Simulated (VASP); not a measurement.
# SnBi5O2 (P1) in VASP: single point with PBE

Aim: the single point of SnBi5O2 with PBE.

Everything below comes from runs of VASP 6.6.1. Logs are shortened: lines on timing, memory, paths and dates and some standing lists are left out, and cuts for length are marked.

**1. The cell of the first run**

The typed cell holds 8 atoms: a = 3.388 Å, b = 3.388 Å, c = 21.415 Å, α = 95.00°, β = 89.79°, γ = 119.96°.

**2. Single point, PBE**

INCAR

```
ALGO = Normal ; EDIFF = 1E-7
ENCUT = 520 ; GGA = PE
ISIF = 2 ; ISMEAR = 0
LASPH = T ; LCHARG = F
LREAL = F ; LWAVE = F
NBANDS = 60 ; NELM = 60
PREC = Accurate ; SIGMA = 0.2
```

KPOINTS

```
k-points
0
Gamma
  6 6 1
```

POSCAR

```
SnBi5O2
1.0
    3.3879552942     -0.0000451219      0.0088651328
   -1.6914789883      2.9318240469     -0.1519335387
    0.0242589932     -1.0328976994     21.3900485005
Sn Bi O
1 5 2
Direct
    0.8117725943      1.0029632616      0.0000223081
    1.2050089215      0.7769902708      0.1974715870
    0.4193056486      0.2222005874      0.8025026246
    0.2523267120      0.8719312525      0.3426812895
    1.3134087607      0.9968802538      0.5000122085
    0.3745494846      0.1231241766      0.6573239752
    0.1604508132      0.7026727510      0.0456983635
    0.4631770653      0.3032374463      0.9542876437
```

Potentials or basis: VASP PAW PBE potentials, release 64 (Sn_d, Bi_d, O).

The run is started by

```
$ cat potpaw_PBE.64/Sn_d/POTCAR potpaw_PBE.64/Bi_d/POTCAR potpaw_PBE.64/O/POTCAR > POTCAR
$ mpirun -np 1 vasp_std > vasp.out
```

OUTCAR:

```text
EDIFF = 1E-7
   ENCUT = 520
   GGA = PE
   ISIF = 2
   ISMEAR = 0
   LASPH = T
   LREAL = F
   NELM = 60
   PREC = Accurate

 ion  position               nearest neighbor table
   1  0.812  0.003  0.000-   7 2.18   8 2.18   7 2.19   8 2.19   7 2.19   8 2.19
   2  0.205  0.777  0.197-   4 3.09
   3  0.419  0.222  0.803-   6 3.09
   4  0.252  0.872  0.343-   2 3.09   5 3.35
   5  0.313  0.997  0.500-   6 3.35   4 3.35
   6  0.375  0.123  0.657-   3 3.09   5 3.35
   7  0.160  0.703  0.046-   1 2.18   1 2.19   1 2.19
   8  0.463  0.303  0.954-   1 2.18   1 2.19   1 2.19

  LATTYP: Found a triclinic cell.
 ALAT       =     3.3881819919
 B/A-ratio  =     0.9999365150
 C/A-ratio  =     6.3204947126
 COS(alpha) =     0.0037470486
 COS(beta)  =     0.0870914975
 COS(gamma) =     0.4993562346

  Lattice vectors:

 A1 = (   1.6914789883,  -2.9318240469,   0.1519335387)
 A2 = (   3.3879552942,  -0.0000451219,   0.0088651328)
 A3 = (   0.0242589932,  -1.0328976994,  21.3900485005)

Analysis of symmetry for initial positions (statically):
=====================================================================
 Subroutine PRICEL returns:
 Original cell was already a primitive cell.

 Routine SETGRP: Setting up the symmetry group for a
 triclinic supercell.

 Subroutine GETGRP returns: Found  1 space group operations
 (whereof  1 operations were pure point group operations)
 out of a pool of  2 trial point group operations.

The static configuration has the point symmetry C_1 .

Analysis of symmetry for dynamics (positions and initial velocities):
=====================================================================
 Subroutine PRICEL returns:
 Original cell was already a primitive cell.

 Routine SETGRP: Setting up the symmetry group for a
 triclinic supercell.

 Subroutine GETGRP returns: Found  1 space group operations
 (whereof  1 operations were pure point group operations)
 out of a pool of  2 trial point group operations.

The dynamic configuration has the point symmetry C_1 .

 Subroutine INISYM returns: Found  1 space group operations
 (whereof  1 operations are pure point group operations),
 and found     1 'primitive' translations

----------------------------------------------------------------------------------------

                                     Primitive cell

  volume of cell :     211.9465

  direct lattice vectors                    reciprocal lattice vectors
     3.387955294 -0.000045122  0.008865133     0.295144862  0.170689907  0.007907663
    -1.691478988  2.931824047 -0.151933539    -0.000038649  0.341917917  0.016510817
     0.024258993 -1.032897699 21.390048501    -0.000122598  0.002357901  0.046864711

  length of vectors
     3.387966893  3.388181992 21.414986365     0.341039683  0.342316331  0.046924150

  position of ions in fractional coordinates (direct lattice)
     0.811772594  0.002963262  0.000022308
     0.205008922  0.776990271  0.197471587
     0.419305649  0.222200587  0.802502625
     0.252326712  0.871931252  0.342681289
     0.313408761  0.996880254  0.500012209
     0.374549485  0.123124177  0.657323975
     0.160450813  0.702672751  0.045698364
     0.463177065  0.303237446  0.954287644

  ion indices of the primitive-cell ions
   primitive index   ion index
                 1           1
                 2           2
                 3           3
                 4           4
                 5           5
                 6           6
                 7           7
                 8           8

----------------------------------------------------------------------------------------

 KPOINTS: k-points

Automatic generation of k-mesh.
 Grid dimensions read from file:
 generate k-points for:    6    6    1

 Generating k-lattice:

  Cartesian coordinates                     Fractional coordinates (reciprocal lattice)
     0.049190810  0.028448318  0.001317944     0.166666667  0.000000000  0.000000000
    -0.000006442  0.056986320  0.002751803     0.000000000  0.166666667  0.000000000
    -0.000122598  0.002357901  0.046864711     0.000000000 -0.000000000  1.000000000

  Length of vectors
     0.056839947  0.057052722  0.046924150

  Shift w.r.t. Gamma in fractional coordinates (k-lattice)
     0.000000000  0.000000000  0.000000000

 Subroutine IBZKPT returns following result:
 ===========================================

 Found     20 irreducible k-points:

 Following reciprocal coordinates:
            Coordinates               Weight
  0.000000  0.000000  0.000000      1.000000
  0.166667  0.000000  0.000000      2.000000
  0.333333 -0.000000  0.000000      2.000000
  0.500000  0.000000  0.000000      1.000000
  0.000000  0.166667  0.000000      2.000000
  0.166667  0.166667  0.000000      2.000000
[... 12 lines left out ...]
  0.333333  0.500000  0.000000      2.000000
  0.500000  0.500000 -0.000000      1.000000
   k-points           NKPTS =     20   k-points in BZ     NKDIM =     20   number of bands    NBANDS=     60
   number of dos      NEDOS =    301   number of ions     NIONS =      8
   total plane-waves  NPLWV = 125440
   dimension x,y,z NGX =    28 NGY =   28 NGZ =  160
   dimension x,y,z NGXF=    56 NGYF=   56 NGZF=  320
   ions per type =               1   5   2
   NGX,Y,Z   is equivalent  to a cutoff of  13.74, 13.74, 12.42 a.u.
   NGXF,Y,Z  is equivalent  to a cutoff of  27.48, 27.48, 24.84 a.u.
 SYSTEM =  unknown system
   PREC   = accura    normal or accurate (medium, high low for compatibility)
   ISTART =      0    job   : 0-new  1-cont  2-samecut
   ICHARG =      2    charge: 1-file 2-atom 10-const
   ISPIN  =      1    spin polarized calculation?
   LNONCOLLINEAR =      F non collinear calculations
   LSORBIT =      F    spin-orbit coupling
   LASPH  =      T    aspherical Exc in radial PAW
   ENCUT  =  520.0 eV  38.22 Ry    6.18 a.u.   6.30  6.30 39.82*2*pi/ulx,y,z
   NELM   =     60;   NELMIN=  2; NELMDL= -5     # of ELM steps
   EDIFF  = 0.1E-06   stopping-criterion for ELM
   LREAL  =      F    real-space projection
   EDIFFG = 0.1E-05   stopping-criterion for IOM
   NSW    =      0    number of steps for IOM
   IBRION =     -1    ionic relax: 0-MD 1-quasi-New 2-CG
   NFREE  =      0    steps in history (QN), initial steepest desc. (CG)
   ISIF   =      2    stress and relaxation
   ISYM   =      2    0-nonsym 1-usesym 2-fastsym
   POTIM  = 0.5000    time-step for ionic-motion
   TEBEG  =    0.0;   TEEND  =   0.0 temperature during run
   PSTRESS=    0.0 pullay stress
   NELECT =     101.0000    total number of electrons
   NUPDOWN=      -1.0000    fix difference up-down
   EMIN   =  10.00;   EMAX   =-10.00  energy-range for DOS
   EFERMI =   0.00;   METHOD = LEGACY
   ISMEAR =     0;   SIGMA  =   0.20  broadening in eV -4-tet -1-fermi 0-gaus
   EFERMI_NEDOS =   21; number of points for ismear=-14 and -15
   IALGO  =     38    algorithm
   IMIX   =      4    mixing-type and parameters
     AMIX     =   0.40;   BMIX     =  1.00
     AMIX_MAG =   1.60;   BMIX_MAG =  1.00
  volume/ion in A,a.u.               =      26.49       178.79
  Fermi-wavevector in a.u.,A,eV,Ry     =   1.278713  2.416418 22.246992  1.635108
  Thomas-Fermi vector in A             =   2.411240
   LORBIT       =      0    0 simple, 1 ext, 2 COOP (PROOUT), +10 PAW based schemes
   GGA     = PE    functional components
   LHFCALC =     F    Hartree Fock is set to
   AEXX    =    0.0000 exact exchange contribution
   IVDW    =     0    specifies the selected vdW correction
   LEPSILON=     F    determine dielectric tensor
   LRPA    =     F    only Hartree local field effects (RPA)
 non-spin polarized calculation
 Gauss-broadening in eV      SIGMA  =   0.20
  energy-cutoff  :      520.00
  volume of cell :      211.95
 maximum number of plane-waves:      5737
 NGX is ok and might be reduce to    28
   NGX = 13   NGY = 13   NGZ = 79

 number of electron     101.0000012 magnetization

 Free energy of the ion-electron system (eV)
  ---------------------------------------------------
  ext. energy  EPLUGINS =         0.00000000
  ---------------------------------------------------
  free energy    TOTEN  =       -36.97469020 eV

  energy without entropy =      -36.90149018  energy(sigma->0) =      -36.93809019

 E-fermi :   6.7281     XC(G=0):  -9.8568

 val. band max:        6.6642742850   @ k =   0.1667   0.1667   0.0000
 cond. band min:       6.8396128842   @ k =   0.5000   0.3333  -0.0000
 fundamental gap:      0.1753385992
 Fermi energy:         6.7280827551

 k-point     1 :       0.0000    0.0000    0.0000
  band No.  band energies     occupation
      1     -16.3156      2.00000
      2     -16.2915      2.00000
      3     -16.2905      2.00000
      4     -16.2636      2.00000
      5     -16.2349      2.00000
      6     -16.2013      2.00000
[... 52 lines left out ...]
     59      13.0961      0.00000
     60      13.1084      0.00000

 k-point     2 :       0.1667    0.0000    0.0000
  band No.  band energies     occupation
      1     -16.3111      2.00000
      2     -16.2786      2.00000
      3     -16.2457      2.00000
      4     -16.2438      2.00000
      5     -16.2209      2.00000
      6     -16.2001      2.00000
[... 52 lines left out ...]
     59      11.8051      0.00000
     60      12.0627      0.00000

 k-point     3 :       0.3333   -0.0000    0.0000
  band No.  band energies     occupation
      1     -16.3400      2.00000
      2     -16.2638      2.00000
      3     -16.2604      2.00000
      4     -16.2123      2.00000
      5     -16.2082      2.00000
      6     -16.1879      2.00000
[... 1060 lines left out ...]
     59      10.6855      0.00000
     60      11.2523      0.00000

 k-point    20 :       0.5000    0.5000   -0.0000
  band No.  band energies     occupation
      1     -16.3549      2.00000
      2     -16.2752      2.00000
      3     -16.2739      2.00000
      4     -16.2351      2.00000
      5     -16.2068      2.00000
      6     -16.1988      2.00000
[... 52 lines left out ...]
     59       9.9929      0.00000
     60      10.8235      0.00000

------------------------ aborting loop because EDIFF is reached ----------------------------------------

  FORCE on cell =-STRESS in cart. coord.  units (eV):
  Direction    XX          YY          ZZ          XY          YZ          ZX
  --------------------------------------------------------------------------------------
  -------------------------------------------------------------------------------------
  Total        0.1378966      0.1330232      0.0018437     -0.0183810     -0.0319482     -0.0075203
  in kB        1.0424084      1.0055687      0.0139374     -0.1389484     -0.2415075     -0.0568487
  external PRESSURE =       0.6873048 kB  Pullay stress =       0.0000000 kB

 VOLUME and BASIS-vectors are now :
 -----------------------------------------------------------------------------
  energy-cutoff  :      520.00
  volume of cell :      211.95
      direct lattice vectors                 reciprocal lattice vectors
     3.387955294 -0.000045122  0.008865133     0.295144862  0.170689907  0.007907663
    -1.691478988  2.931824047 -0.151933539    -0.000038649  0.341917917  0.016510817
     0.024258993 -1.032897699 21.390048501    -0.000122598  0.002357901  0.046864711

 POSITION                                       TOTAL-FORCE (eV/Angst)
 -----------------------------------------------------------------------------------
      2.74524      0.00863      0.00722         0.001531     -0.000007     -0.009455
     -0.61491      2.07402      4.10769         0.001712     -0.002456     -0.007803
      1.06421     -0.17747     17.13553         0.001755      0.000450      0.011872
     -0.61167      2.20238      7.19973        -0.001072      0.001679      0.007643
     -0.61226      2.40620     10.54660        -0.001466      0.001030     -0.001408
      1.07664     -0.31799     14.04481        -0.001037     -0.000608     -0.009550
     -0.64385      2.01290      0.87215         0.002642      0.003471      0.064532
      1.07945     -0.09666     20.37029        -0.004066     -0.003560     -0.055831
 -----------------------------------------------------------------------------------
    total drift:                                0.000131     -0.000449     -0.000110

  FREE ENERGIE OF THE ION-ELECTRON SYSTEM (eV)
  ---------------------------------------------------
  free  energy   TOTEN  =       -36.9746902010 eV

  energy  without entropy=      -36.9014901764  energy(sigma->0) =      -36.93809019
```

It took 3.5 min on 1 thread of Intel Xeon 6975P-C (Granite Rapids), shared host; peak memory 0.45 GiB.

What came out:

- Free energy: -36.9747 eV
- Pressure: 0.1 GPa
- Largest force: 0.065 eV/Å
- Band gap on the k mesh: zero (an odd number of electrons rules out a gap without spin polarisation)

Forces on the atoms (eV/Å):
```
Sn   0.002  0.000 -0.009
Bi   0.002 -0.002 -0.008
Bi   0.002  0.000  0.012
Bi  -0.001  0.002  0.008
Bi  -0.001  0.001 -0.001
Bi  -0.001 -0.001 -0.010
O    0.003  0.003  0.065
O   -0.004 -0.004 -0.056
```

Caveat: spin-orbit coupling is left out, which moves the levels of the heavy elements; an odd number of electrons without spin polarisation forces a metal; a magnetic or distorted state may lie lower.
